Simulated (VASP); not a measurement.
# LiBr (Fm-3m) in VASP: single point with PBE

Aim: the single point of LiBr with PBE.

Everything below comes from runs of VASP 6.6.1. Logs are shortened: lines on timing, memory, paths and dates and some standing lists are left out, and cuts for length are marked.

## 1. The cell of the first run

Symmetry: Fm-3m, No. 225, cubic system. Conventional cell: a = 5.489 Å, b = 5.489 Å, c = 5.489 Å, α = 90.00°, β = 90.00°, γ = 90.00°. Within 3.6 Å of Li (site symmetry m-3m) lie 6 Br at 2.74 Å. Br (site symmetry m-3m) has 6 Li at 2.74 Å within 3.6 Å.

## 2. Single point, PBE

INCAR

```
SYSTEM = LiBr
PREC = Accurate ; ENCUT = 750
EDIFF = 1E-6 ; ISMEAR = 0
SIGMA = 0.1 ; LREAL = .False.
LASPH = .True. ; NELM = 120
ALGO = Normal ; ISIF = 2
LWAVE = .False. ; LCHARG = .False.
GGA = PE ; NBANDS = 12
GGA_COMPAT = .False.
```

KPOINTS

```
regular mesh
0
Gamma
  6 6 6
  0 0 0
```

POSCAR

```
LiBr
1.0
    0.0000000000      2.7445000000      2.7445000000
    2.7445000000      0.0000000000      2.7445000000
    2.7445000000      2.7445000000      0.0000000000
Li Br
1 1
Direct
    0.0000000000      0.0000000000      0.0000000000
    0.5000000000      0.5000000000      0.5000000000
```

Potentials or basis: VASP PAW PBE potentials, release 64 (Li_sv, Br).

Command:

```
$ cat potpaw_PBE.64/Li_sv/POTCAR potpaw_PBE.64/Br/POTCAR > POTCAR
$ mpirun -np 1 vasp_std > vasp.out
```

OUTCAR:

```text
SYSTEM = LiBr
   PREC = Accurate
   ENCUT = 750
   EDIFF = 1E-6
   ISMEAR = 0
   LREAL = .False.
   LASPH = .True.
   NELM = 120
   ISIF = 2
   GGA = PE

 ion  position               nearest neighbor table
   1  0.000  0.000  0.000-
   2  0.500  0.500  0.500-

  LATTYP: Found a face centered cubic cell.
 ALAT       =     5.4890000000

  Lattice vectors:

 A1 = (   0.0000000000,   2.7445000000,   2.7445000000)
 A2 = (   2.7445000000,   0.0000000000,   2.7445000000)
 A3 = (   2.7445000000,   2.7445000000,   0.0000000000)

Analysis of symmetry for initial positions (statically):
=====================================================================
 Subroutine PRICEL returns:
 Original cell was already a primitive cell.

 Routine SETGRP: Setting up the symmetry group for a
 face centered cubic supercell.

 Subroutine GETGRP returns: Found 48 space group operations
 (whereof 48 operations were pure point group operations)
 out of a pool of 48 trial point group operations.

The static configuration has the point symmetry O_h .

Analysis of symmetry for dynamics (positions and initial velocities):
=====================================================================
 Subroutine PRICEL returns:
 Original cell was already a primitive cell.

 Routine SETGRP: Setting up the symmetry group for a
 face centered cubic supercell.

 Subroutine GETGRP returns: Found 48 space group operations
 (whereof 48 operations were pure point group operations)
 out of a pool of 48 trial point group operations.

The dynamic configuration has the point symmetry O_h .

 Subroutine INISYM returns: Found 48 space group operations
 (whereof 48 operations are pure point group operations),
 and found     1 'primitive' translations

----------------------------------------------------------------------------------------

                                     Primitive cell

  volume of cell :      41.3447

  direct lattice vectors                    reciprocal lattice vectors
     0.000000000  2.744500000  2.744500000    -0.182182547  0.182182547  0.182182547
     2.744500000  0.000000000  2.744500000     0.182182547 -0.182182547  0.182182547
     2.744500000  2.744500000  0.000000000     0.182182547  0.182182547 -0.182182547

  length of vectors
     3.881309122  3.881309122  3.881309122     0.315549428  0.315549428  0.315549428

  position of ions in fractional coordinates (direct lattice)
     0.000000000  0.000000000  0.000000000
     0.500000000  0.500000000  0.500000000

  ion indices of the primitive-cell ions
[... 76 lines left out ...]
   PSTRESS=    0.0 pullay stress
   NELECT =      10.0000    total number of electrons
   NUPDOWN=      -1.0000    fix difference up-down
   EMIN   =  10.00;   EMAX   =-10.00  energy-range for DOS
   EFERMI =   0.00;   METHOD = LEGACY
   ISMEAR =     0;   SIGMA  =   0.10  broadening in eV -4-tet -1-fermi 0-gaus
   EFERMI_NEDOS =   21; number of points for ismear=-14 and -15
   IALGO  =     38    algorithm
   IMIX   =      4    mixing-type and parameters
     AMIX     =   0.40;   BMIX     =  1.00
     AMIX_MAG =   1.60;   BMIX_MAG =  1.00
  volume/ion in A,a.u.               =      20.67       139.50
  Fermi-wavevector in a.u.,A,eV,Ry     =   1.020003  1.927527 14.155594  1.040407
  Thomas-Fermi vector in A             =   2.153549
   LORBIT       =      0    0 simple, 1 ext, 2 COOP (PROOUT), +10 PAW based schemes
   GGA     = PE    functional components
   LHFCALC =     F    Hartree Fock is set to
   AEXX    =    0.0000 exact exchange contribution
   IVDW    =     0    specifies the selected vdW correction
   LEPSILON=     F    determine dielectric tensor
   LRPA    =     F    only Hartree local field effects (RPA)
 non-spin polarized calculation
 Gauss-broadening in eV      SIGMA  =   0.10
  energy-cutoff  :      750.00
  volume of cell :       41.34
 maximum number of plane-waves:      1964
 NGX is ok and might be reduce to    36
   NGX = 17   NGY = 17   NGZ = 17

 number of electron      10.0000001 magnetization

 Free energy of the ion-electron system (eV)
  ---------------------------------------------------
  ext. energy  EPLUGINS =         0.00000000
  ---------------------------------------------------
  free energy    TOTEN  =        -6.64074507 eV

  energy without entropy =       -6.64074507  energy(sigma->0) =       -6.64074507

 E-fermi :   0.7931     XC(G=0):  -8.4533

 val. band max:        0.3581172668   @ k =   0.0000   0.0000   0.0000
 cond. band min:       5.3289007919   @ k =   0.0000   0.0000   0.0000
 fundamental gap:      4.9707835252
 Fermi energy:         0.7931330028

 k-point     1 :       0.0000    0.0000    0.0000
  band No.  band energies     occupation
      1     -44.0296      2.00000
      2     -13.0965      2.00000
      3       0.3581      2.00000
      4       0.3581      2.00000
      5       0.3581      2.00000
      6       5.3289      0.00000
      7      10.8638      0.00000
      8      10.8638      0.00000
      9      10.8638      0.00000
     10      12.6284      0.00000
     11      12.6284      0.00000
     12      12.6284      0.00000
[... 211 lines left out ...]
 k-point    16 :      -0.3333    0.5000    0.1667
  band No.  band energies     occupation
      1     -44.0282      2.00000
      2     -12.4269      2.00000
      3      -2.1993      2.00000
      4      -1.3448      2.00000
      5      -0.7918      2.00000
      6       7.5243      0.00000
      7       8.6763      0.00000
      8      10.1650      0.00000
      9      10.9370      0.00000
     10      13.5026      0.00000
     11      15.6592      0.00000
     12      17.6539      0.00000

------------------------ aborting loop because EDIFF is reached ----------------------------------------

  FORCE on cell =-STRESS in cart. coord.  units (eV):
  Direction    XX          YY          ZZ          XY          YZ          ZX
  --------------------------------------------------------------------------------------
  -------------------------------------------------------------------------------------
  Total        0.0699307      0.0699307      0.0699307      0.0000000     -0.0000000      0.0000000
  in kB        2.7099337      2.7099337      2.7099337      0.0000000     -0.0000000      0.0000000
  external PRESSURE =       2.7099337 kB  Pullay stress =       0.0000000 kB

 VOLUME and BASIS-vectors are now :
 -----------------------------------------------------------------------------
  energy-cutoff  :      750.00
  volume of cell :       41.34
      direct lattice vectors                 reciprocal lattice vectors
     0.000000000  2.744500000  2.744500000    -0.182182547  0.182182547  0.182182547
     2.744500000  0.000000000  2.744500000     0.182182547 -0.182182547  0.182182547
     2.744500000  2.744500000  0.000000000     0.182182547  0.182182547 -0.182182547

 POSITION                                       TOTAL-FORCE (eV/Angst)
 -----------------------------------------------------------------------------------
      0.00000      0.00000      0.00000        -0.000000      0.000000     -0.000000
      2.74450      2.74450      2.74450         0.000000     -0.000000      0.000000
 -----------------------------------------------------------------------------------
    total drift:                                0.000000      0.000000      0.000000

  FREE ENERGIE OF THE ION-ELECTRON SYSTEM (eV)
  ---------------------------------------------------
  free  energy   TOTEN  =        -6.6407450736 eV

  energy  without entropy=       -6.6407450736  energy(sigma->0) =       -6.64074507
```

OSZICAR:

```text
N       E                     dE             d eps       ncg     rms          rms(c)
DAV:   1     0.518735664654E+02    0.51874E+02   -0.47754E+03   384   0.974E+02
DAV:   2    -0.296969216580E+01   -0.54843E+02   -0.51740E+02   464   0.153E+02
DAV:   3    -0.654855278475E+01   -0.35789E+01   -0.35643E+01   504   0.404E+01
DAV:   4    -0.666785443814E+01   -0.11930E+00   -0.11922E+00   540   0.707E+00
DAV:   5    -0.666856824582E+01   -0.71381E-03   -0.71380E-03   484   0.585E-01    0.197E+00
DAV:   6    -0.663601584564E+01    0.32552E-01   -0.62948E-02   476   0.116E+00    0.120E+00
DAV:   7    -0.663833909984E+01   -0.23233E-02   -0.38310E-02   528   0.104E+00    0.439E-01
DAV:   8    -0.664071918228E+01   -0.23801E-02   -0.42496E-03   448   0.445E-01    0.694E-02
DAV:   9    -0.664070985518E+01    0.93271E-05   -0.10809E-04   456   0.761E-02    0.252E-02
DAV:  10    -0.664074388763E+01   -0.34032E-04   -0.52891E-05   456   0.482E-02    0.148E-02
DAV:  11    -0.664074512579E+01   -0.12382E-05   -0.48712E-06   480   0.128E-02    0.403E-03
DAV:  12    -0.664074507361E+01    0.52180E-07   -0.25305E-07   352   0.366E-03
   1 F= -.66407451E+01 E0= -.66407451E+01  d E =-.494450E-11
```

Wall time 33 s (1 thread of AMD EPYC, shared host); peak memory 0.17 GiB.

Results:

```
Free energy            : -6.6407 eV
Pressure               : 0.3 GPa
Band gap on the k mesh : 4.97 eV
```

Expect the measured gap to be larger: semilocal functionals such as PBE lack the derivative discontinuity.
